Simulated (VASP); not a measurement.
Input of a VASP 6.6.1 run:

Contents of INCAR:

```
SYSTEM = Cr
PREC = Accurate ; ENCUT = 520
EDIFF = 1E-6 ; ISMEAR = -1
SIGMA = 0.05 ; LREAL = .FALSE.
LASPH = .TRUE. ; NELM = 150
ALGO = Normal ; ISIF = 2
LWAVE = .FALSE. ; LCHARG = .FALSE.
ISPIN = 2 ; MAGMOM = 0.191 -0.191
LORBIT = 11 ; LMAXMIX = 4
GGA = PE ; NBANDS = 23
```

KPOINTS

```
Automatic mesh
0
G
  13 13 13
  0 0 0
```

The input POSCAR:

```
Cr
1.0
    0.0000000000      2.3404758548      2.3404758548
    2.3404758548      0.0000000000      2.3404758548
    2.3404758548      2.3404758548      0.0000000000
Cr
2
Direct
    0.0000000000      0.0000000000      0.0000000000
    0.5000000000      0.5000000000      0.5000000000
```

Potentials or basis: VASP PAW PBE potentials, release 64 (Cr_pv).

Command:

```sh
$ cat potpaw_PBE.64/Cr_pv/POTCAR > POTCAR
$ mpirun -np 1 vasp_std > vasp.out
```

Problem. What does it give for the net moment?

Solution. 0.00 μB per cell.

Problem. Estimate the pressure.

Solution. -0.4 GPa.
